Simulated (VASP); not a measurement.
Set up this calculation in VASP 6.6.1, as the native input.

| Quantity | Value |
| --- | --- |
| Task | single point |
| Functional | PBE |
| Potentials or basis | VASP PAW PBE potentials, release 64 (Zn, S) |
| Cutoff | 520 eV |
| k mesh | 8 × 8 × 8 |
| Occupations | fermi-dirac, width 0.02 eV |
| Spin | no spin polarisation |
| Dipole correction | no |
| Further INCAR settings | ALGO = Normal; EDIFF = 1e-07; NBANDS = 16 |

The structure of ZnS lies in POSCAR:

```
ZnS
1.0
    0.0000000000      2.6132632566      2.7886568426
    2.6132632566      0.0000000000      2.7886568426
    2.6132632566      2.6132632566      0.0000000000
Zn S
1 1
Direct
    0.0000000000      0.0000000000      0.0000000000
    0.2500000000      0.2500000000      0.2500000000
```

This cell differs from its parent crystal: epitaxial xy strain -3.0%.

One way to write it, as run:

INCAR

```
PREC = Accurate ; ENCUT = 520
EDIFF = 1E-7 ; ISMEAR = -1
SIGMA = 0.02 ; LREAL = False
LASPH = True ; NELM = 100
ALGO = Normal ; ISIF = 2
LWAVE = False ; LCHARG = False
GGA = PE ; NBANDS = 16
```

KPOINTS

```
Automatic mesh
0
Gamma
  8 8 8
```

Potentials or basis: VASP PAW PBE potentials, release 64 (Zn, S).

The run is started by

```console
$ cat potpaw_PBE.64/Zn/POTCAR potpaw_PBE.64/S/POTCAR > POTCAR
$ mpirun -np 1 vasp_std > vasp.out
```

Results of the run:

```yaml
Pressure: 4.6 GPa
Band_gap_on_the_k_mesh: 2.17 eV, direct
```

Caveat: the cell differs from its parent crystal (epitaxial xy strain -3.0%).

Run time: 21 s on 1 thread of Intel(R) Xeon(R) Platinum 8488C (Sapphire Rapids) (shared host), peak memory 0.17 GiB.
